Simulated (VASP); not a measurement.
# Ti2C (R-3m) in VASP: further runs

Runs on Ti2C. Level: PBEsol. Tasks: single point.

All numbers are computed with VASP 6.6.1; they aren't measurements. Logs are shortened: lines on timing, memory, paths and dates and some standing lists are left out, and cuts for length are marked.

## (1) The cell of the first run

Symmetry: R-3m, No. 166, trigonal system. Conventional cell: a = 3.129 Å, b = 3.129 Å, c = 15.034 Å, α = 90.00°, β = 90.00°, γ = 120.00°. Ti (site symmetry 3m) has 3 C at 2.16 Å and 3 Ti at 2.99 Å within 3.0 Å. C (site symmetry -3m) has 6 Ti at 2.16 Å within 2.9 Å.

## (2) Single point, PBEsol (strain +0.025 along x and y, +0.050 along z)

Input file INCAR:

```
ALGO = Normal
EDIFF = 1E-6
ENCUT = 520
GGA = PS
ISIF = 2
ISMEAR = 0
LASPH = True
LCHARG = True
LELF = True
LREAL = False
LVHAR = True
LWAVE = False
NBANDS = 21
NELM = 60
PREC = Accurate
SIGMA = 0.15
```

Input file KPOINTS:

```
k-points
0
Gamma
  18 18 18
```

Input file POSCAR:

```
Ti2C
1.0
    1.5645636853      0.9033012649      5.0113800812
   -1.5645636853      0.9033012649      5.0113800812
    0.0000000000     -1.8066025297      5.0113800812
Ti C
2 1
Direct
    0.2458180109      0.2458180109      0.2458180109
    0.7541819891      0.7541819891      0.7541819891
    0.5000000000      0.5000000000      0.5000000000
```

Potentials or basis: VASP PAW PBE potentials, release 64 (Ti_sv, C).

Command:

```bash
$ cat potpaw_PBE.64/Ti_sv/POTCAR potpaw_PBE.64/C/POTCAR > POTCAR
$ mpirun -np 1 vasp_std > vasp.out
```

OUTCAR:

```text
EDIFF = 1E-6
   ENCUT = 520
   GGA = PS
   ISIF = 2
   ISMEAR = 0
   LASPH = True
   LREAL = False
   NELM = 60
   PREC = Accurate

 ion  position               nearest neighbor table
   1  0.246  0.246  0.246-   3 2.16   3 2.16   3 2.16
   2  0.754  0.754  0.754-   3 2.16   3 2.16   3 2.16
   3  0.500  0.500  0.500-   1 2.16   2 2.16   1 2.16   1 2.16   2 2.16   2 2.16

  LATTYP: Found a trigonal (rhomboedric) cell.
 ALAT       =     5.3270764044
 COS(alpha) =     0.8274803233

  Lattice vectors:

 A1 = (   1.5645636853,   0.9033012649,   5.0113800812)
 A2 = (  -1.5645636853,   0.9033012649,   5.0113800812)
 A3 = (   0.0000000000,  -1.8066025297,   5.0113800812)

Analysis of symmetry for initial positions (statically):
=====================================================================
 Subroutine PRICEL returns:
 Original cell was already a primitive cell.

 Routine SETGRP: Setting up the symmetry group for a
 trigonal (rhombohedral) supercell.

 Subroutine GETGRP returns: Found 12 space group operations
 (whereof 12 operations were pure point group operations)
 out of a pool of 12 trial point group operations.

The static configuration has the point symmetry D_3d.

Analysis of symmetry for dynamics (positions and initial velocities):
=====================================================================
 Subroutine PRICEL returns:
 Original cell was already a primitive cell.

 Routine SETGRP: Setting up the symmetry group for a
 trigonal (rhombohedral) supercell.

 Subroutine GETGRP returns: Found 12 space group operations
 (whereof 12 operations were pure point group operations)
 out of a pool of 12 trial point group operations.

The dynamic configuration has the point symmetry D_3d.

 Subroutine INISYM returns: Found 12 space group operations
 (whereof 12 operations are pure point group operations),
 and found     1 'primitive' translations

----------------------------------------------------------------------------------------

                                     Primitive cell

  volume of cell :      42.4947

  direct lattice vectors                    reciprocal lattice vectors
     1.564563685  0.903301265  5.011380081     0.319577915  0.184508395  0.066515277
    -1.564563685  0.903301265  5.011380081    -0.319577915  0.184508395  0.066515277
     0.000000000 -1.806602530  5.011380081     0.000000000 -0.369016790  0.066515277

  length of vectors
     5.327076404  5.327076404  5.327076404     0.374963563  0.374963563  0.374963563

  position of ions in fractional coordinates (direct lattice)
     0.245818011  0.245818011  0.245818011
     0.754181989  0.754181989  0.754181989
     0.500000000  0.500000000  0.500000000

  ion indices of the primitive-cell ions
   primitive index   ion index
                 1           1
                 2           2
                 3           3

----------------------------------------------------------------------------------------

 KPOINTS: k-points

Automatic generation of k-mesh.
 Grid dimensions read from file:
 generate k-points for:   18   18   18

 Generating k-lattice:

  Cartesian coordinates                     Fractional coordinates (reciprocal lattice)
     0.017754329  0.010250466  0.003695293     0.055555556  0.000000000  0.000000000
    -0.017754329  0.010250466  0.003695293     0.000000000  0.055555556  0.000000000
     0.000000000 -0.020500933  0.003695293     0.000000000  0.000000000  0.055555556

  Length of vectors
     0.020831309  0.020831309  0.020831309

  Shift w.r.t. Gamma in fractional coordinates (k-lattice)
     0.000000000  0.000000000  0.000000000

 Subroutine IBZKPT returns following result:
 ===========================================

 Found    580 irreducible k-points:

 Following reciprocal coordinates:
            Coordinates               Weight
  0.000000  0.000000  0.000000      1.000000
  0.055556 -0.000000  0.000000      6.000000
  0.111111 -0.000000  0.000000      6.000000
  0.166667  0.000000  0.000000      6.000000
  0.222222  0.000000  0.000000      6.000000
  0.277778 -0.000000 -0.000000      6.000000
[... 16 lines left out ...]
 -0.277778  0.055556  0.000000     12.000000
 -0.222222  0.055556  0.000000     12.000000
 [... further k-points ...]
   k-points           NKPTS =    580   k-points in BZ     NKDIM =    580   number of bands    NBANDS=     21
   number of dos      NEDOS =    301   number of ions     NIONS =      3
   total plane-waves  NPLWV =  64000
   dimension x,y,z NGX =    40 NGY =   40 NGZ =   40
   dimension x,y,z NGXF=    80 NGYF=   80 NGZF=   80
   ions per type =               2   1
   NGX,Y,Z   is equivalent  to a cutoff of  12.48, 12.48, 12.48 a.u.
   NGXF,Y,Z  is equivalent  to a cutoff of  24.97, 24.97, 24.97 a.u.
 SYSTEM =  unknown system
   PREC   = accura    normal or accurate (medium, high low for compatibility)
   ISTART =      0    job   : 0-new  1-cont  2-samecut
   ICHARG =      2    charge: 1-file 2-atom 10-const
   ISPIN  =      1    spin polarized calculation?
   LNONCOLLINEAR =      F non collinear calculations
   LSORBIT =      F    spin-orbit coupling
   LASPH  =      T    aspherical Exc in radial PAW
   ENCUT  =  520.0 eV  38.22 Ry    6.18 a.u.   9.90  9.90  9.90*2*pi/ulx,y,z
   NELM   =     60;   NELMIN=  2; NELMDL= -5     # of ELM steps
   EDIFF  = 0.1E-05   stopping-criterion for ELM
   LREAL  =      F    real-space projection
   EDIFFG = 0.1E-04   stopping-criterion for IOM
   NSW    =      0    number of steps for IOM
   IBRION =     -1    ionic relax: 0-MD 1-quasi-New 2-CG
   NFREE  =      0    steps in history (QN), initial steepest desc. (CG)
   ISIF   =      2    stress and relaxation
   ISYM   =      2    0-nonsym 1-usesym 2-fastsym
   POTIM  = 0.5000    time-step for ionic-motion
   TEBEG  =    0.0;   TEEND  =   0.0 temperature during run
   PSTRESS=    0.0 pullay stress
   NELECT =      28.0000    total number of electrons
   NUPDOWN=      -1.0000    fix difference up-down
   EMIN   =  10.00;   EMAX   =-10.00  energy-range for DOS
   EFERMI =   0.00;   METHOD = LEGACY
   ISMEAR =     0;   SIGMA  =   0.15  broadening in eV -4-tet -1-fermi 0-gaus
   EFERMI_NEDOS =   21; number of points for ismear=-14 and -15
   IALGO  =     38    algorithm
   IMIX   =      4    mixing-type and parameters
     AMIX     =   0.40;   BMIX     =  1.00
     AMIX_MAG =   1.60;   BMIX_MAG =  1.00
  volume/ion in A,a.u.               =      14.16        95.59
  Fermi-wavevector in a.u.,A,eV,Ry     =   1.424566  2.692040 27.611518  2.029389
  Thomas-Fermi vector in A             =   2.545044
   LORBIT       =      0    0 simple, 1 ext, 2 COOP (PROOUT), +10 PAW based schemes
   GGA     = PS    functional components
   LHFCALC =     F    Hartree Fock is set to
   AEXX    =    0.0000 exact exchange contribution
   IVDW    =     0    specifies the selected vdW correction
   LEPSILON=     F    determine dielectric tensor
   LRPA    =     F    only Hartree local field effects (RPA)
 non-spin polarized calculation
 Gauss-broadening in eV      SIGMA  =   0.15
  energy-cutoff  :      520.00
  volume of cell :       42.49
 maximum number of plane-waves:      1160
   NGX = 19   NGY = 19   NGZ = 19

 number of electron      27.9999998 magnetization

 Free energy of the ion-electron system (eV)
  ---------------------------------------------------
  ext. energy  EPLUGINS =         0.00000000
  ---------------------------------------------------
  free energy    TOTEN  =       -28.22195848 eV

  energy without entropy =      -28.19729006  energy(sigma->0) =      -28.20962427

 E-fermi :   7.5450     XC(G=0): -11.6255

 val. band max:        7.5406949733   @ k =  -0.4444   0.5000   0.3333
 cond. band min:       7.5453083581   @ k =   0.5000   0.4444   0.3333
 fundamental gap:      0.0046133848
 Fermi energy:         7.5450388066

 k-point     1 :       0.0000    0.0000    0.0000
  band No.  band energies     occupation
      1     -49.1451      2.00000
      2     -49.0769      2.00000
      3     -25.7402      2.00000
      4     -25.3179      2.00000
      5     -25.3153      2.00000
      6     -25.3153      2.00000
[... 13 lines left out ...]
     20      10.1857      0.00000
     21      11.1652      0.00000

 k-point     2 :       0.0556   -0.0000    0.0000
  band No.  band energies     occupation
      1     -49.1435      2.00000
      2     -49.0764      2.00000
      3     -25.7360      2.00000
      4     -25.3272      2.00000
      5     -25.3173      2.00000
      6     -25.3162      2.00000
[... 13 lines left out ...]
     20      10.2034      0.00000
     21      11.2196      0.00000

 k-point     3 :       0.1111   -0.0000    0.0000
  band No.  band energies     occupation
      1     -49.1390      2.00000
      2     -49.0748      2.00000
      3     -25.7237      2.00000
      4     -25.3515      2.00000
      5     -25.3231      2.00000
      6     -25.3213      2.00000
[... 13 lines left out ...]
     20      10.2622      0.00000
     21      11.3518      0.00000

 k-point     4 :       0.1667    0.0000    0.0000
  band No.  band energies     occupation
      1     -49.1318      2.00000
      2     -49.0725      2.00000
      3     -25.7042      2.00000
      4     -25.3885      2.00000
      5     -25.3344      2.00000
      6     -25.3318      2.00000
[... 13 lines left out ...]
     20      10.3613      0.00000
     21      11.5448      0.00000

 k-point     5 :       0.2222    0.0000    0.0000
  band No.  band energies     occupation
      1     -49.1227      2.00000
      2     -49.0701      2.00000
      3     -25.6790      2.00000
      4     -25.4336      2.00000
      5     -25.3788      2.00000
      6     -25.3428      2.00000
[... 13 lines left out ...]
     20      10.4489      0.00000
     21      11.8504      0.00000
[... 382 lines left out ...]
     20      10.6711      0.00000
     21      11.3447      0.00000

 k-point    22 :      -0.3333    0.0556    0.0000
  band No.  band energies     occupation
      1     -49.0970      2.00000
      2     -49.0659      2.00000
      3     -25.6136      2.00000
      4     -25.5440      2.00000
      5     -25.4806      2.00000
      6     -25.3944      2.00000
[... 13 lines left out ...]
     20      10.5843      0.00000
     21      11.7834      0.00000

 k-point    23 :      -0.2778    0.0556    0.0000
  band No.  band energies     occupation
      1     -49.1071      2.00000
      2     -49.0664      2.00000
      3     -25.6382      2.00000
      4     -25.5039      2.00000
      5     -25.4498      2.00000
      6     -25.3735      2.00000
[... 13 lines left out ...]
     20      10.5752      0.00000
     21      12.1093      0.00000

 k-point    24 :      -0.2222    0.0556    0.0000
  band No.  band energies     occupation
      1     -49.1173      2.00000
      2     -49.0682      2.00000
      3     -25.6661      2.00000
      4     -25.4574      2.00000
      5     -25.4089      2.00000
      6     -25.3553      2.00000
[... 13 lines left out ...]
     20      10.5633      0.00000
     21      11.9114      0.00000

 [... further k-points ...]

------------------------ aborting loop because EDIFF is reached ----------------------------------------

  FORCE on cell =-STRESS in cart. coord.  units (eV):
  Direction    XX          YY          ZZ          XY          YZ          ZX
  --------------------------------------------------------------------------------------
  -------------------------------------------------------------------------------------
  Total       -3.7759664     -3.7759664     -4.7859941      0.0000000     -0.0000000     -0.0000000
  in kB     -142.3653336   -142.3653336   -180.4464269      0.0000000     -0.0000000     -0.0000000
  external PRESSURE =    -155.0590314 kB  Pullay stress =       0.0000000 kB

 VOLUME and BASIS-vectors are now :
 -----------------------------------------------------------------------------
  energy-cutoff  :      520.00
  volume of cell :       42.49
      direct lattice vectors                 reciprocal lattice vectors
     1.564563685  0.903301265  5.011380081     0.319577915  0.184508395  0.066515277
    -1.564563685  0.903301265  5.011380081    -0.319577915  0.184508395  0.066515277
     0.000000000 -1.806602530  5.011380081     0.000000000 -0.369016790  0.066515277

 POSITION                                       TOTAL-FORCE (eV/Angst)
 -----------------------------------------------------------------------------------
      0.00000      0.00000      3.69566         0.000000     -0.000000     -1.027428
      0.00000      0.00000     11.33848         0.000000      0.000000      1.027428
      0.00000      0.00000      7.51707         0.000000      0.000000     -0.000000
 -----------------------------------------------------------------------------------
    total drift:                                0.000000     -0.000000      0.000000

  FREE ENERGIE OF THE ION-ELECTRON SYSTEM (eV)
  ---------------------------------------------------
  free  energy   TOTEN  =       -28.2219584760 eV

  energy  without entropy=      -28.1972900600  energy(sigma->0) =      -28.20962427
```

Wall time 13 min (1 thread of AMD EPYC 9R45 (Zen 5), shared host); peak memory 0.56 GiB.

Results:

- Free energy: -28.2220 eV
- Pressure: -15.5 GPa
- Largest force: 1.027 eV/Å
- Band gap on the k mesh: zero (bands 14 and 15 overlap by 0.89 eV)

Forces on the atoms (eV/Å):
```
Ti   0.000  0.000 -1.027
Ti   0.000  0.000  1.027
C    0.000  0.000  0.000
```

Stress tensor (GPa, compression positive):
```
-14.24   0.00   0.00
  0.00 -14.24   0.00
  0.00   0.00 -18.04
```

Levels at points of the mesh, in eV from the Fermi level:
```
           k point  band 10  band 11  band 12  band 13  band 14  band 15  band 16  band 17  band 18  band 19
(0.00, 0.00, 0.00)    -4.63    -2.25    -2.25    -2.21     0.53     0.53     0.75     1.72     1.72     2.64
(0.50, 0.00, 0.00)    -4.57    -2.91    -2.24    -1.22    -0.90     0.10     1.68     2.34     2.66     2.86
(0.50, 0.50, 0.00)    -4.85    -2.82    -2.39    -1.50    -0.84     0.73     2.36     2.59     2.74     3.06
(0.50, 0.50, 0.50)    -5.47    -2.12    -2.12    -0.95    -0.03     0.80     0.80     1.64     1.64     1.89
```

Caveat: the cell differs from its parent crystal (strain +0.025 along x and y, +0.050 along z); the cell stands under tension; the PAW data sets were made with another functional, which shifts forces and pressure a little.

## (3) Single point, PBEsol (strain +0.050 along x and y, +0.025 along z)

Input file INCAR:

```
SYSTEM = Ti2C
PREC = Accurate
ENCUT = 520
EDIFF = 1E-6
ISMEAR = 0
SIGMA = 0.15
LREAL = .False.
LASPH = .True.
NELM = 100
ALGO = Normal
ISIF = 2
LWAVE = .False.
LCHARG = .False.
GGA = PS
NBANDS = 21
```

Input file KPOINTS:

```
Automatic mesh
0
Gamma
  18 18 18
  0 0 0
```

Input file POSCAR:

```
Ti2C
1.0
    1.6027237751      0.9253330030      4.8920615079
   -1.6027237751      0.9253330030      4.8920615079
    0.0000000000     -1.8506660060      4.8920615079
Ti C
2 1
Direct
    0.2458180109      0.2458180109      0.2458180109
    0.7541819891      0.7541819891      0.7541819891
    0.5000000000      0.5000000000      0.5000000000
```

Potentials or basis: VASP PAW PBE potentials, release 64 (Ti_sv, C).

Command:

```bash
$ cat potpaw_PBE.64/Ti_sv/POTCAR potpaw_PBE.64/C/POTCAR > POTCAR
$ mpirun -np 1 vasp_std > vasp.out
```

OUTCAR:

```text
SYSTEM = Ti2C
   PREC = Accurate
   ENCUT = 520
   EDIFF = 1E-6
   ISMEAR = 0
   LREAL = .False.
   LASPH = .True.
   NELM = 100
   ISIF = 2
   GGA = PS

 ion  position               nearest neighbor table
   1  0.246  0.246  0.246-   3 2.19   3 2.19   3 2.19
   2  0.754  0.754  0.754-   3 2.19   3 2.19   3 2.19
   3  0.500  0.500  0.500-   1 2.19   1 2.19   2 2.19   2 2.19   1 2.19   2 2.19

  LATTYP: Found a trigonal (rhomboedric) cell.
 ALAT       =     5.2304139858
 COS(alpha) =     0.8122088051

  Lattice vectors:
[... 767 lines left out ...]

  FORCE on cell =-STRESS in cart. coord.  units (eV):
  Direction    XX          YY          ZZ          XY          YZ          ZX
  --------------------------------------------------------------------------------------
  -------------------------------------------------------------------------------------
  Total       -5.5220115     -5.5220115     -4.1463508      0.0000000      0.0000000     -0.0000000
  in kB     -203.2394432   -203.2394432   -152.6078004      0.0000000      0.0000000     -0.0000000
  external PRESSURE =    -186.3622289 kB  Pullay stress =       0.0000000 kB

 VOLUME and BASIS-vectors are now :
 -----------------------------------------------------------------------------
  energy-cutoff  :      520.00
  volume of cell :       43.53
      direct lattice vectors                 reciprocal lattice vectors
     1.602723775  0.925333003  4.892061508     0.311968917  0.180115338  0.068137601
    -1.602723775  0.925333003  4.892061508    -0.311968917  0.180115338  0.068137601
     0.000000000 -1.850666006  4.892061508     0.000000000 -0.360230676  0.068137601

 POSITION                                       TOTAL-FORCE (eV/Angst)
 -----------------------------------------------------------------------------------
      0.00000      0.00000      3.60767         0.000000     -0.000000     -1.009635
      0.00000      0.00000     11.06851         0.000000      0.000000      1.009635
      0.00000      0.00000      7.33809         0.000000     -0.000000     -0.000000
 -----------------------------------------------------------------------------------
    total drift:                                0.000000     -0.000000      0.000000

  FREE ENERGIE OF THE ION-ELECTRON SYSTEM (eV)
  ---------------------------------------------------
  free  energy   TOTEN  =       -28.1056284468 eV

  energy  without entropy=      -28.0810718207  energy(sigma->0) =      -28.09335013
```

stdout:

```text
POSCAR found type information on POSCAR TiC
 POSCAR found :  2 types and       3 ions
 scaLAPACK will be used
 -----------------------------------------------------------------------------
|                                                                             |
|                                                                             |
|     You enforced a specific xc type in the INCAR file but a different       |
|     I HOPE YOU KNOW WHAT YOU ARE DOING!                                     |
|                                                                             |
 -----------------------------------------------------------------------------

 LDA part: xc-table for (Slater+PW92), standard interpolation
 POSCAR, INCAR and KPOINTS ok, starting setup
 FFT: planning ... GRIDC
 FFT: planning ... GRID_SOFT
 FFT: planning ... GRID
 WAVECAR not read
 entering main loop
```

Run time: 13 min. Hardware: 1 thread of AMD EPYC 9R45 (Zen 5), shared host; peak memory 0.57 GiB.

What came out:

```
Free energy            : -28.1056 eV
Pressure               : -18.6 GPa
Largest force          : 1.010 eV/Å
Band gap on the k mesh : zero (bands 14 and 15 overlap by 0.88 eV)
```

Forces on the atoms (eV/Å):
```
Ti   0.000  0.000 -1.010
Ti   0.000  0.000  1.010
C    0.000  0.000  0.000
```

Stress tensor (GPa, compression positive):
```
-20.32   0.00   0.00
  0.00 -20.32   0.00
  0.00   0.00 -15.26
```

Levels at points of the mesh, in eV from the Fermi level:
| k point | band 12 | band 13 | band 14 | band 15 | band 16 | band 17 |
| --- | --- | --- | --- | --- | --- | --- |
| (0.00, 0.00, 0.00) | -2.38 | -1.98 | 0.37 | 0.37 | 1.02 | 1.73 |
| (0.50, 0.00, 0.00) | -2.30 | -1.08 | -0.89 | 0.08 | 1.57 | 2.42 |
| (0.50, 0.50, 0.00) | -2.43 | -1.43 | -0.88 | 0.78 | 2.07 | 2.49 |
| (0.50, 0.50, 0.50) | -2.23 | -0.70 | 0.22 | 0.77 | 0.77 | 1.53 |

Caveat: the cell differs from its parent crystal (strain +0.050 along x and y, +0.025 along z); the cell stands under tension; the PAW data sets were made with another functional, which shifts forces and pressure a little.
